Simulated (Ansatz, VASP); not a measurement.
BP: VASP beside Ansatz

```xyz
2
Lattice="0.0000 2.4505 2.1782 2.4505 0.0000 2.1782 2.4505 2.4505 0.0000" Properties=species:S:1:pos:R:3 pbc="T T T"
B     0.0000    0.0000    0.0000
P     3.6758    3.6758    3.2674
```

Change from the starting cell: strain +0.080 along x and y, -0.040 along z, atoms carried along.

Alike in both runs: task single point; functional r2SCAN; k mesh 10 × 10 × 10; occupations gaussian, width 0.05 eV; no spin polarisation.

```csv
,VASP,Ansatz
version,VASP 6.6.1,Ansatz 0.2.0
potentials or method,"VASP PAW PBE potentials, release 64 (B, P), cutoff 520 eV","scalar-relativistic, plane waves, PAW"
valence electrons in the cell,8,8
```

Ansatz gave:

```
gap on the k mesh at the Fermi level (eV)                     : none
pressure (GPa)                                                : -15.6
traceless stress, the component that is largest in VASP (GPa) : 17.02
```

Task: What did VASP give for the same quantities?

Result: gap on the k mesh at the Fermi level (eV): none; pressure (GPa): -16.0; traceless stress, the component that is largest in VASP (GPa): 17.10.

VASP's potentials were made for PBE, not for r2SCAN. A gap of «none» marks a metal or a gap that the smearing closes.
